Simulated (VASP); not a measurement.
# SmO2 (P-3m1) in VASP: single point with PBE

Aim: the single point of SmO2 with PBE.

All numbers are computed with VASP 6.6.1; they aren't measurements. Logs are shortened: lines on timing, memory, paths and dates and some standing lists are left out, and cuts for length are marked.

**1. The cell of the first run**

It takes space group P-3m1 (No. 164, trigonal). The conventional cell has a = 3.684 Å, b = 3.684 Å, c = 4.246 Å, α = 90.00°, β = 90.00°, γ = 120.00°. Within 3.1 Å of Sm (site symmetry -3m) lie 6 O at 2.34 Å. O (site symmetry 3m) has 3 Sm at 2.34 Å and 6 O at 2.88 to 3.14 Å within 3.2 Å.

**2. Single point, PBE**

The input, POSCAR:

```
SmO2
1.0
    3.6836883264      0.0000000000      0.0000000000
   -1.8418441632      3.1901676703      0.0000000000
    0.0000000000      0.0000000000      4.2463979322
Sm O
1 2
Direct
    0.0000000000      0.0000000000      0.0000000000
    0.6666666667      0.3333333333      0.2285830484
    0.3333333333      0.6666666667      0.7714169516
```

The input, INCAR.step1:

```
ALGO = Normal
EDIFF = 1E-6
ENCUT = 520
GGA = PE
GGA_COMPAT = F
ISIF = 2
ISMEAR = 0
LASPH = T
LCHARG = T
LMAXMIX = 6
LORBIT = 11
LREAL = F
LWAVE = F
NBANDS = 18
NEDOS = 2001
NELM = 200
PREC = Accurate
SIGMA = 0.1
```

The input, KPOINTS.step1:

```
k-points
0
Gamma
  12 12 12
```

The input, INCAR.step2:

```
ALGO = Normal
EDIFF = 1E-6
ENCUT = 520
GGA = PE
GGA_COMPAT = F
ICHARG = 11
ISIF = 2
ISMEAR = -5
LASPH = T
LCHARG = F
LMAXMIX = 6
LORBIT = 11
LREAL = F
LWAVE = F
NEDOS = 1001
NELM = 200
PREC = Accurate
SIGMA = 0.1
```

The input, KPOINTS.step2:

```
k-points
0
Gamma
  18 18 18
```

Potentials or basis: VASP PAW PBE potentials, release 64 (Sm_3, O), 4f in core.

Launch:

```bash
> cat potpaw_PBE.64/Sm_3/POTCAR potpaw_PBE.64/O/POTCAR > POTCAR
> cp INCAR.step1 INCAR
> cp KPOINTS.step1 KPOINTS
> mpirun -np 1 vasp_std > vasp.out
> cp INCAR.step2 INCAR
> cp KPOINTS.step2 KPOINTS
> mpirun -np 1 vasp_std > vasp.out
```

OUTCAR:

```text
EDIFF = 1E-6
   ENCUT = 520
   GGA = PE
   ICHARG = 11
   ISIF = 2
   ISMEAR = -5
   LASPH = T
   LORBIT = 11
   LREAL = F
   NELM = 200
   PREC = Accurate

 ion  position               nearest neighbor table
   1  0.000  0.000  0.000-   2 2.34   3 2.34   2 2.34   3 2.34   2 2.34   3 2.34
   2  0.667  0.333  0.229-   1 2.34   1 2.34   1 2.34
   3  0.333  0.667  0.771-   1 2.34   1 2.34   1 2.34

  LATTYP: Found a hexagonal cell.
 ALAT       =     3.6836883264
 C/A-ratio  =     1.1527571162

  Lattice vectors:

 A1 = (   3.6836883264,   0.0000000000,   0.0000000000)
 A2 = (  -1.8418441632,   3.1901676703,   0.0000000000)
 A3 = (   0.0000000000,   0.0000000000,   4.2463979322)

Analysis of symmetry for initial positions (statically):
=====================================================================
 Subroutine PRICEL returns:
 Original cell was already a primitive cell.

 Routine SETGRP: Setting up the symmetry group for a
 hexagonal supercell.

 Subroutine GETGRP returns: Found 12 space group operations
 (whereof 12 operations were pure point group operations)
 out of a pool of 24 trial point group operations.

The static configuration has the point symmetry D_3d.

Analysis of symmetry for dynamics (positions and initial velocities):
=====================================================================
 Subroutine PRICEL returns:
 Original cell was already a primitive cell.

 Routine SETGRP: Setting up the symmetry group for a
 hexagonal supercell.

 Subroutine GETGRP returns: Found 12 space group operations
 (whereof 12 operations were pure point group operations)
 out of a pool of 24 trial point group operations.

The dynamic configuration has the point symmetry D_3d.

 Subroutine INISYM returns: Found 12 space group operations
 (whereof 12 operations are pure point group operations),
 and found     1 'primitive' translations

----------------------------------------------------------------------------------------

                                     Primitive cell

  volume of cell :      49.9019

  direct lattice vectors                    reciprocal lattice vectors
     3.683688326  0.000000000  0.000000000     0.271467049  0.156731574  0.000000000
    -1.841844163  3.190167670  0.000000000     0.000000000  0.313463148  0.000000000
     0.000000000  0.000000000  4.246397932     0.000000000  0.000000000  0.235493709

  length of vectors
     3.683688326  3.683688326  4.246397932     0.313463148  0.313463148  0.235493709

  position of ions in fractional coordinates (direct lattice)
     0.000000000  0.000000000  0.000000000
     0.666666667  0.333333333  0.228583048
     0.333333333  0.666666667  0.771416952

  ion indices of the primitive-cell ions
   primitive index   ion index
                 1           1
                 2           2
                 3           3

----------------------------------------------------------------------------------------

 KPOINTS: k-points

Automatic generation of k-mesh.
 Grid dimensions read from file:
 generate k-points for:   18   18   18

 Generating k-lattice:

  Cartesian coordinates                     Fractional coordinates (reciprocal lattice)
     0.015081503  0.008707310  0.000000000     0.055555556  0.000000000  0.000000000
     0.000000000  0.017414619  0.000000000     0.000000000  0.055555556  0.000000000
     0.000000000  0.000000000  0.013082984     0.000000000  0.000000000  0.055555556

  Length of vectors
     0.017414619  0.017414619  0.013082984

  Shift w.r.t. Gamma in fractional coordinates (k-lattice)
     0.000000000  0.000000000  0.000000000

 TETIRR: Found   8603 inequivalent tetrahedra from    34992

 Subroutine IBZKPT returns following result:
 ===========================================

 Found    586 irreducible k-points:

 Following reciprocal coordinates:
            Coordinates               Weight
  0.000000  0.000000  0.000000      1.000000
  0.055556  0.000000  0.000000      6.000000
  0.111111  0.000000  0.000000      6.000000
  0.166667  0.000000  0.000000      6.000000
  0.222222  0.000000  0.000000      6.000000
  0.277778  0.000000  0.000000      6.000000
[... 16 lines left out ...]
  0.333333  0.111111  0.000000     12.000000
  0.388889  0.111111  0.000000     12.000000
 [... further k-points ...]
   k-points           NKPTS =    586   k-points in BZ     NKDIM =    586   number of bands    NBANDS=     15
   number of dos      NEDOS =   1001   number of ions     NIONS =      3
   total plane-waves  NPLWV =  25088
   dimension x,y,z NGX =    28 NGY =   28 NGZ =   32
   dimension x,y,z NGXF=    56 NGYF=   56 NGZF=   64
   ions per type =               1   2
   NGX,Y,Z   is equivalent  to a cutoff of  12.64, 12.64, 12.53 a.u.
   NGXF,Y,Z  is equivalent  to a cutoff of  25.27, 25.27, 25.06 a.u.
 SYSTEM =  unknown system
   PREC   = accura    normal or accurate (medium, high low for compatibility)
   ISTART =      0    job   : 0-new  1-cont  2-samecut
   ICHARG =     11    charge: 1-file 2-atom 10-const
   ISPIN  =      1    spin polarized calculation?
   LNONCOLLINEAR =      F non collinear calculations
   LSORBIT =      F    spin-orbit coupling
   LASPH  =      T    aspherical Exc in radial PAW
   ENCUT  =  520.0 eV  38.22 Ry    6.18 a.u.   6.85  6.85  7.90*2*pi/ulx,y,z
   NELM   =    200;   NELMIN=  2; NELMDL=  0     # of ELM steps
   EDIFF  = 0.1E-05   stopping-criterion for ELM
   LREAL  =      F    real-space projection
   EDIFFG = 0.1E-04   stopping-criterion for IOM
   NSW    =      0    number of steps for IOM
   IBRION =     -1    ionic relax: 0-MD 1-quasi-New 2-CG
   NFREE  =      0    steps in history (QN), initial steepest desc. (CG)
   ISIF   =      2    stress and relaxation
   ISYM   =      2    0-nonsym 1-usesym 2-fastsym
   POTIM  = 0.5000    time-step for ionic-motion
   TEBEG  =    0.0;   TEEND  =   0.0 temperature during run
   PSTRESS=    0.0 pullay stress
   NELECT =      23.0000    total number of electrons
   NUPDOWN=      -1.0000    fix difference up-down
   EMIN   =  10.00;   EMAX   =-10.00  energy-range for DOS
   EFERMI =   0.00;   METHOD = LEGACY
   ISMEAR =    -5;   SIGMA  =   0.10  broadening in eV -4-tet -1-fermi 0-gaus
   EFERMI_NEDOS =   21; number of points for ismear=-14 and -15
   IALGO  =     38    algorithm
   IMIX   =      4    mixing-type and parameters
     AMIX     =   0.40;   BMIX     =  1.00
     AMIX_MAG =   1.60;   BMIX_MAG =  1.00
  volume/ion in A,a.u.               =      16.63       112.25
  Fermi-wavevector in a.u.,A,eV,Ry     =   1.264576  2.389703 21.757805  1.599154
  Thomas-Fermi vector in A             =   2.397874
   LORBIT       =     11    0 simple, 1 ext, 2 COOP (PROOUT), +10 PAW based schemes
   GGA     = PE    functional components
   LHFCALC =     F    Hartree Fock is set to
   AEXX    =    0.0000 exact exchange contribution
   IVDW    =     0    specifies the selected vdW correction
   LEPSILON=     F    determine dielectric tensor
   LRPA    =     F    only Hartree local field effects (RPA)
 non-spin polarized calculation
 Fermi weights with tetrahedron method with Bloechl corrections
  energy-cutoff  :      520.00
  volume of cell :       49.90
 maximum number of plane-waves:      1362

 number of electron      23.0000006 magnetization

 Free energy of the ion-electron system (eV)
  ---------------------------------------------------
  ext. energy  EPLUGINS =         0.00000000
  ---------------------------------------------------
  free energy    TOTEN  =       -21.41370618 eV

  energy without entropy =      -21.41370618  energy(sigma->0) =      -21.41370618

 E-fermi :   0.0731     XC(G=0):  -9.7426

 val. band max:        0.1021900554   @ k =   0.0000   0.0000   0.0556
 cond. band min:       0.0484800214   @ k =   0.0000   0.0000   0.1667
 fundamental gap:     -0.0537100340
 Fermi energy:         0.0730707034

 k-point     1 :       0.0000    0.0000    0.0000
  band No.  band energies     occupation
      1     -38.0231      2.00000
      2     -18.2122      2.00000
      3     -17.1688      2.00000
      4     -17.1687      2.00000
      5     -15.8987      2.00000
      6     -14.1694      2.00000
      7      -2.5109      2.00000
      8      -2.5109      2.00000
      9      -2.4404      2.00000
     10       0.1095      0.89908
     11       0.1095     -0.04745
     12       0.2973      0.00000
     13       5.0697      0.00000
     14       6.6842      0.00000
     15       6.6843      0.00000

 k-point     2 :       0.0556    0.0000    0.0000
  band No.  band energies     occupation
      1     -38.0208      2.00000
      2     -18.1985      2.00000
      3     -17.3062      2.00000
      4     -17.1752      2.00000
      5     -15.7549      2.00000
      6     -14.2028      2.00000
      7      -2.4774      2.00000
      8      -2.4615      2.00000
      9      -2.4028      2.00000
     10       0.0229      2.02190
     11       0.0889      0.53939
     12       0.2839      0.00000
     13       5.1309      0.00000
     14       6.6312      0.00000
     15       6.7251      0.00000
[... 365 lines left out ...]
      3     -17.7354      2.00000
      4     -17.4773      2.00000
      5     -15.1595      2.00000
      6     -13.8333      2.00000
      7      -1.9914      2.00000
      8      -1.5281      2.00000
      9      -1.0065      2.00000
     10      -0.7374      2.00000
     11      -0.5402      2.00000
     12      -0.1800      2.00000
     13       5.0467      0.00000
     14       6.2049      0.00000
     15       7.6052      0.00000

 k-point    24 :       0.3889    0.1111    0.0000
  band No.  band energies     occupation
      1     -37.9481      2.00000
      2     -19.0072      2.00000
      3     -17.6742      2.00000
      4     -17.5128      2.00000
      5     -15.2522      2.00000
      6     -13.7101      2.00000
      7      -2.1121      2.00000
      8      -1.4055      2.00000
      9      -0.8701      2.00000
     10      -0.6640      2.00000
     11      -0.5652      2.00000
     12      -0.1975      2.00000
     13       4.9342      0.00000
     14       6.1880      0.00000
     15       7.6731      0.00000

 [... further k-points ...]

------------------------ aborting loop because EDIFF is reached ----------------------------------------

  FORCE on cell =-STRESS in cart. coord.  units (eV):
  Direction    XX          YY          ZZ          XY          YZ          ZX
  --------------------------------------------------------------------------------------
  -------------------------------------------------------------------------------------
  Total        0.3722441      0.3722441      0.1957497      0.0000000      0.0000000     -0.0000000
  in kB       11.9514702     11.9514702      6.2848460      0.0000000      0.0000000     -0.0000000
  external PRESSURE =      10.0625955 kB  Pullay stress =       0.0000000 kB

 VOLUME and BASIS-vectors are now :
 -----------------------------------------------------------------------------
  energy-cutoff  :      520.00
  volume of cell :       49.90
      direct lattice vectors                 reciprocal lattice vectors
     3.683688326  0.000000000  0.000000000     0.271467049  0.156731574  0.000000000
    -1.841844163  3.190167670  0.000000000     0.000000000  0.313463148  0.000000000
     0.000000000  0.000000000  4.246397932     0.000000000  0.000000000  0.235493709

 POSITION                                       TOTAL-FORCE (eV/Angst)
 -----------------------------------------------------------------------------------
      0.00000      0.00000      0.00000         0.000000      0.000000      0.000000
      1.84184      1.06339      0.97065        -0.000000     -0.000000      0.100006
     -0.00000      2.12678      3.27574         0.000000      0.000000     -0.100006
 -----------------------------------------------------------------------------------
    total drift:                               -0.000000      0.000000     -0.000000

  FREE ENERGIE OF THE ION-ELECTRON SYSTEM (eV)
  ---------------------------------------------------
  free  energy   TOTEN  =       -21.4137061809 eV

  energy  without entropy=      -21.4137061809  energy(sigma->0) =      -21.41370618

 total charge

# of ion       s       p       d       tot
------------------------------------------
    1        2.137   6.006   0.887   9.030
    2        1.581   3.339   0.000   4.921
    3        1.581   3.339   0.000   4.921
--------------------------------------------------
tot          5.300  12.685   0.887  18.871
```

Wall time 2.7 min (1 thread of AMD EPYC 9R45 (Zen 5), shared host); peak memory 0.49 GiB.

Results:

```
Valence electrons inside the program's atomic spheres : Sm 9.03; O 4.92
```

Caveat: spin-orbit coupling is left out, which moves the levels of the heavy elements; the 4f electrons are frozen in the core, so they carry no moment and show no levels; an odd number of electrons without spin polarisation forces a metal; a magnetic or distorted state may lie lower; the run has no spin polarisation, though such a crystal can be magnetic. Spin polarisation is off, so any magnetic state and its effect on volume and gap are missing.
